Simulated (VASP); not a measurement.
# Ta4N5 (I4/m) in VASP: further runs

Runs on Ta4N5. Level: LDA. Tasks: single point, relaxation of cell and atoms.

All numbers are computed with VASP 6.6.1; they aren't measurements. Logs are shortened: lines on timing, memory, paths and dates and some standing lists are left out, and cuts for length are marked.

### 1 The cell of the first run

The structure is tetragonal, space group I4/m (No. 87). Conventional cell: a = 6.776 Å, b = 6.776 Å, c = 4.240 Å, α = 90.00°, β = 90.00°, γ = 90.00°. Ta (site symmetry m) has 6 N at 2.06 to 2.19 Å within 2.7 Å. Within 2.7 Å of N (site symmetry 4/m) lie 4 Ta at 2.06 Å. N (site symmetry m) has 5 Ta at 2.13 to 2.19 Å and 12 N at 2.90 to 3.11 Å within 3.2 Å.

### 2 Single point, LDA

Input file INCAR:

```
ALGO = Normal
EDIFF = 1E-7
ENCUT = 520
GGA = CA
ISIF = 2
ISMEAR = 0
LASPH = T
LCHARG = T
LELF = T
LREAL = F
LVHAR = T
LWAVE = F
NBANDS = 44
NELM = 100
PREC = Accurate
SIGMA = 0.1
```

Input file KPOINTS:

```
k-points
0
Gamma
  6 6 6
```

Input file POSCAR:

```
Ta4N5
1.0
   -3.3881079020      3.3881079020      2.1198683779
    3.3881079020     -3.3881079020      2.1198683779
    3.3881079020      3.3881079020     -2.1198683779
Ta N
4 5
Direct
    0.7847518631      0.6046412823      0.3893931454
    0.3953587177      0.7847518631      0.1801105808
    0.6046412823      0.2152481369      0.8198894192
    0.2152481369      0.3953587177      0.6106068546
    0.5000000000      0.5000000000      0.0000000000
    0.9083567617      0.3068042318      0.2151609935
    0.6931957682      0.9083567617      0.6015525299
    0.3068042318      0.0916432383      0.3984474701
    0.0916432383      0.6931957682      0.7848390065
```

Potentials or basis: VASP PAW LDA potentials, release 64 (Ta_pv, N).

Started as:

```
$ cat potpaw_LDA.64/Ta_pv/POTCAR potpaw_LDA.64/N/POTCAR > POTCAR
$ mpirun -np 1 vasp_std > vasp.out
```

OUTCAR:

```text
EDIFF = 1E-7
   ENCUT = 520
   GGA = CA
   ISIF = 2
   ISMEAR = 0
   LASPH = T
   LREAL = F
   NELM = 100
   PREC = Accurate

 ion  position               nearest neighbor table
   1  0.785  0.605  0.389-   5 2.06   8 2.13   8 2.13   7 2.15   9 2.16   6 2.19   3 2.91   2 2.91
                             4 2.93   4 2.93   3 3.12   2 3.12   3 3.12   2 3.12   4 3.24
   2  0.395  0.785  0.180-   5 2.06   6 2.13   6 2.13   9 2.15   8 2.16   7 2.19   1 2.91   4 2.91
                             3 2.93   3 2.93   1 3.12   4 3.12   1 3.12   4 3.12   3 3.24
   3  0.605  0.215  0.820-   5 2.06   9 2.13   9 2.13   6 2.15   7 2.16   8 2.19   1 2.91   4 2.91
                             2 2.93   2 2.93   4 3.12   4 3.12   1 3.12   1 3.12   2 3.24
   4  0.215  0.395  0.611-   5 2.06   7 2.13   7 2.13   8 2.15   6 2.16   9 2.19   3 2.91   2 2.91
                             1 2.93   1 2.93   2 3.12   3 3.12   3 3.12   2 3.12   1 3.24
   5  0.500  0.500  0.000-   1 2.06   2 2.06   3 2.06   4 2.06
   6  0.908  0.307  0.215-   2 2.13   2 2.13   3 2.15   4 2.16   1 2.19
   7  0.693  0.908  0.602-   4 2.13   4 2.13   1 2.15   3 2.16   2 2.19
   8  0.307  0.092  0.398-   1 2.13   1 2.13   4 2.15   2 2.16   3 2.19
   9  0.092  0.693  0.785-   3 2.13   3 2.13   2 2.15   1 2.16   4 2.19

  LATTYP: Found a body centered tetragonal cell.
 ALAT       =     6.7762158040
 C/A-ratio  =     0.6256791222

  Lattice vectors:

 A1 = (  -3.3881079020,   3.3881079020,   2.1198683779)
 A2 = (   3.3881079020,  -3.3881079020,   2.1198683779)
 A3 = (   3.3881079020,   3.3881079020,  -2.1198683779)

Analysis of symmetry for initial positions (statically):
=====================================================================
 Subroutine PRICEL returns:
 Original cell was already a primitive cell.

 Routine SETGRP: Setting up the symmetry group for a
 body centered tetragonal supercell.

 Subroutine GETGRP returns: Found  8 space group operations
 (whereof  8 operations were pure point group operations)
 out of a pool of 16 trial point group operations.

The static configuration has the point symmetry C_4h.

Analysis of symmetry for dynamics (positions and initial velocities):
=====================================================================
 Subroutine PRICEL returns:
 Original cell was already a primitive cell.

 Routine SETGRP: Setting up the symmetry group for a
 body centered tetragonal supercell.

 Subroutine GETGRP returns: Found  8 space group operations
 (whereof  8 operations were pure point group operations)
 out of a pool of 16 trial point group operations.

The dynamic configuration has the point symmetry C_4h.

 Subroutine INISYM returns: Found  8 space group operations
 (whereof  8 operations are pure point group operations),
 and found     1 'primitive' translations

----------------------------------------------------------------------------------------

                                     Primitive cell

  volume of cell :      97.3382

  direct lattice vectors                    reciprocal lattice vectors
    -3.388107902  3.388107902  2.119868378     0.000000000  0.147574993  0.235863700
     3.388107902 -3.388107902  2.119868378     0.147574993  0.000000000  0.235863700
     3.388107902  3.388107902 -2.119868378     0.147574993  0.147574993  0.000000000

  length of vectors
     5.239503054  5.239503054  5.239503054     0.278226641  0.278226641  0.208702557

  position of ions in fractional coordinates (direct lattice)
     0.784751863  0.604641282  0.389393145
     0.395358718  0.784751863  0.180110581
     0.604641282  0.215248137  0.819889419
     0.215248137  0.395358718  0.610606855
     0.500000000  0.500000000  0.000000000
     0.908356762  0.306804232  0.215160993
     0.693195768  0.908356762  0.601552530
     0.306804232  0.091643238  0.398447470
     0.091643238  0.693195768  0.784839007

  ion indices of the primitive-cell ions
   primitive index   ion index
                 1           1
                 2           2
                 3           3
                 4           4
                 5           5
                 6           6
                 7           7
                 8           8
                 9           9

----------------------------------------------------------------------------------------

 KPOINTS: k-points

Automatic generation of k-mesh.
 Grid dimensions read from file:
 generate k-points for:    6    6    6

 Generating k-lattice:

  Cartesian coordinates                     Fractional coordinates (reciprocal lattice)
     0.000000000  0.024595832  0.039310617     0.166666667  0.000000000  0.000000000
     0.024595832  0.000000000  0.039310617     0.000000000  0.166666667  0.000000000
     0.024595832  0.024595832  0.000000000     0.000000000  0.000000000  0.166666667

  Length of vectors
     0.046371107  0.046371107  0.034783759

  Shift w.r.t. Gamma in fractional coordinates (k-lattice)
     0.000000000  0.000000000  0.000000000

 Subroutine IBZKPT returns following result:
 ===========================================

 Found     36 irreducible k-points:

 Following reciprocal coordinates:
            Coordinates               Weight
  0.000000  0.000000  0.000000      1.000000
  0.166667 -0.000000  0.000000      8.000000
  0.333333  0.000000  0.000000      8.000000
  0.500000  0.000000 -0.000000      4.000000
  0.166667  0.166667  0.000000      8.000000
  0.333333  0.166667  0.000000      8.000000
[... 16 lines left out ...]
 -0.333333  0.333333 -0.166667      4.000000
 -0.166667  0.333333  0.166667      8.000000
 [... further k-points ...]
   k-points           NKPTS =     36   k-points in BZ     NKDIM =     36   number of bands    NBANDS=     44
   number of dos      NEDOS =    301   number of ions     NIONS =      9
   total plane-waves  NPLWV =  64000
   dimension x,y,z NGX =    40 NGY =   40 NGZ =   40
   dimension x,y,z NGXF=    80 NGYF=   80 NGZF=   80
   ions per type =               4   5
   NGX,Y,Z   is equivalent  to a cutoff of  12.69, 12.69, 12.69 a.u.
   NGXF,Y,Z  is equivalent  to a cutoff of  25.38, 25.38, 25.38 a.u.
 SYSTEM =  unknown system
   PREC   = accura    normal or accurate (medium, high low for compatibility)
   ISTART =      0    job   : 0-new  1-cont  2-samecut
   ICHARG =      2    charge: 1-file 2-atom 10-const
   ISPIN  =      1    spin polarized calculation?
   LNONCOLLINEAR =      F non collinear calculations
   LSORBIT =      F    spin-orbit coupling
   LASPH  =      T    aspherical Exc in radial PAW
   ENCUT  =  520.0 eV  38.22 Ry    6.18 a.u.   9.74  9.74  9.74*2*pi/ulx,y,z
   NELM   =    100;   NELMIN=  2; NELMDL= -5     # of ELM steps
   EDIFF  = 0.1E-06   stopping-criterion for ELM
   LREAL  =      F    real-space projection
   EDIFFG = 0.1E-05   stopping-criterion for IOM
   NSW    =      0    number of steps for IOM
   IBRION =     -1    ionic relax: 0-MD 1-quasi-New 2-CG
   NFREE  =      0    steps in history (QN), initial steepest desc. (CG)
   ISIF   =      2    stress and relaxation
   ISYM   =      2    0-nonsym 1-usesym 2-fastsym
   POTIM  = 0.5000    time-step for ionic-motion
   TEBEG  =    0.0;   TEEND  =   0.0 temperature during run
   PSTRESS=    0.0 pullay stress
   NELECT =      69.0000    total number of electrons
   NUPDOWN=      -1.0000    fix difference up-down
   EMIN   =  10.00;   EMAX   =-10.00  energy-range for DOS
   EFERMI =   0.00;   METHOD = LEGACY
   ISMEAR =     0;   SIGMA  =   0.10  broadening in eV -4-tet -1-fermi 0-gaus
   EFERMI_NEDOS =   21; number of points for ismear=-14 and -15
   IALGO  =     38    algorithm
   IMIX   =      4    mixing-type and parameters
     AMIX     =   0.40;   BMIX     =  1.00
     AMIX_MAG =   1.60;   BMIX_MAG =  1.00
  volume/ion in A,a.u.               =      10.82        72.99
  Fermi-wavevector in a.u.,A,eV,Ry     =   1.459699  2.758432 28.990235  2.130722
  Thomas-Fermi vector in A             =   2.576236
   LORBIT       =      0    0 simple, 1 ext, 2 COOP (PROOUT), +10 PAW based schemes
   GGA     = CA    functional components
   LHFCALC =     F    Hartree Fock is set to
   AEXX    =    0.0000 exact exchange contribution
   IVDW    =     0    specifies the selected vdW correction
   LEPSILON=     F    determine dielectric tensor
   LRPA    =     F    only Hartree local field effects (RPA)
 non-spin polarized calculation
 Gauss-broadening in eV      SIGMA  =   0.10
  energy-cutoff  :      520.00
  volume of cell :       97.34
 maximum number of plane-waves:      2640
   NGX = 19   NGY = 19   NGZ = 19

 number of electron      69.0000001 magnetization

 Free energy of the ion-electron system (eV)
  ---------------------------------------------------
  ext. energy  EPLUGINS =         0.00000000
  ---------------------------------------------------
  free energy    TOTEN  =      -108.54110111 eV

  energy without entropy =     -108.53132269  energy(sigma->0) =     -108.53621190

 E-fermi :   7.7721     XC(G=0): -13.1098

 val. band max:        7.7369775888   @ k =  -0.1667   0.5000   0.1667
 cond. band min:       7.7746685466   @ k =   0.1667   0.1667   0.0000
 fundamental gap:      0.0376909578
 Fermi energy:         7.7721473356

 k-point     1 :       0.0000    0.0000    0.0000
  band No.  band energies     occupation
      1     -28.0921      2.00000
      2     -28.0799      2.00000
      3     -27.9206      2.00000
      4     -27.9206      2.00000
      5     -27.9139      2.00000
      6     -27.9139      2.00000
[... 36 lines left out ...]
     43      10.3490      0.00000
     44      11.6189      0.00000

 k-point     2 :       0.1667   -0.0000    0.0000
  band No.  band energies     occupation
      1     -28.1319      2.00000
      2     -28.1018      2.00000
      3     -28.0262      2.00000
      4     -27.9883      2.00000
      5     -27.8499      2.00000
      6     -27.7917      2.00000
[... 1026 lines left out ...]
 k-point    24 :      -0.1667    0.3333    0.1667
  band No.  band energies     occupation
      1     -28.1561      2.00000
      2     -28.0548      2.00000
      3     -28.0264      2.00000
      4     -27.9905      2.00000
      5     -27.8463      2.00000
      6     -27.7347      2.00000
[... 36 lines left out ...]
     43      11.3490      0.00000
     44      11.6653      0.00000

 [... further k-points ...]

------------------------ aborting loop because EDIFF is reached ----------------------------------------

  FORCE on cell =-STRESS in cart. coord.  units (eV):
  Direction    XX          YY          ZZ          XY          YZ          ZX
  --------------------------------------------------------------------------------------
  -------------------------------------------------------------------------------------
  Total        1.0852236      1.0852236      1.1842652     -0.0000000     -0.0000000      0.0000000
  in kB       17.8626735     17.8626735     19.4928890     -0.0000001     -0.0000000      0.0000000
  external PRESSURE =      18.4060787 kB  Pullay stress =       0.0000000 kB

 VOLUME and BASIS-vectors are now :
 -----------------------------------------------------------------------------
  energy-cutoff  :      520.00
  volume of cell :       97.34
      direct lattice vectors                 reciprocal lattice vectors
    -3.388107902  3.388107902  2.119868378     0.000000000  0.147574993  0.235863700
     3.388107902 -3.388107902  2.119868378     0.147574993  0.000000000  0.235863700
     3.388107902  3.388107902 -2.119868378     0.147574993  0.147574993  0.000000000

 POSITION                                       TOTAL-FORCE (eV/Angst)
 -----------------------------------------------------------------------------------
      0.70907      1.92954      2.11987         0.016021      0.031202     -0.000000
      1.92954     -0.70907      2.11987         0.031202     -0.016021     -0.000000
      1.45857      4.09718      0.00000        -0.031202      0.016021      0.000000
      2.67904      1.45857     -0.00000        -0.016021     -0.031202      0.000000
      0.00000      0.00000      2.11987         0.000000     -0.000000      0.000000
     -1.30914      2.76711      2.11987        -0.035439      0.032618      0.000000
      2.76711      1.30914      2.11987         0.032618      0.035439     -0.000000
      0.62099      2.07897      0.00000        -0.032618     -0.035439      0.000000
      4.69724      0.62099      0.00000         0.035439     -0.032618     -0.000000
 -----------------------------------------------------------------------------------
    total drift:                                0.000000      0.000000     -0.000000

  FREE ENERGIE OF THE ION-ELECTRON SYSTEM (eV)
  ---------------------------------------------------
  free  energy   TOTEN  =      -108.5411011070 eV

  energy  without entropy=     -108.5313226929  energy(sigma->0) =     -108.53621190
```

Wall time 5.3 min (1 thread of Intel Xeon 8259CL, shared host); peak memory 0.27 GiB.

What came out:

```
Free energy            : -108.5411 eV
Pressure               : 1.8 GPa
Largest force          : 0.048 eV/Å
Band gap on the k mesh : zero (an odd number of electrons rules out a gap without spin polarisation)
```

Forces in eV/Å, atoms in the order of the input:
```
Ta   0.016  0.031  0.000
Ta   0.031 -0.016  0.000
Ta  -0.031  0.016  0.000
Ta  -0.016 -0.031  0.000
N    0.000  0.000  0.000
N   -0.035  0.033  0.000
N    0.033  0.035  0.000
N   -0.033 -0.035  0.000
N    0.035 -0.033  0.000
```

Stress tensor (GPa, compression positive):
```
1.79 0.00 0.00
0.00 1.79 0.00
0.00 0.00 1.95
```

Caveat: spin-orbit coupling is left out, which moves the levels of the heavy elements; an odd number of electrons without spin polarisation forces a metal; a magnetic or distorted state may lie lower.

(Continued in part 2 of 2.)

The gap in the log of VASP goes by the Fermi energy; the results here count the filled bands.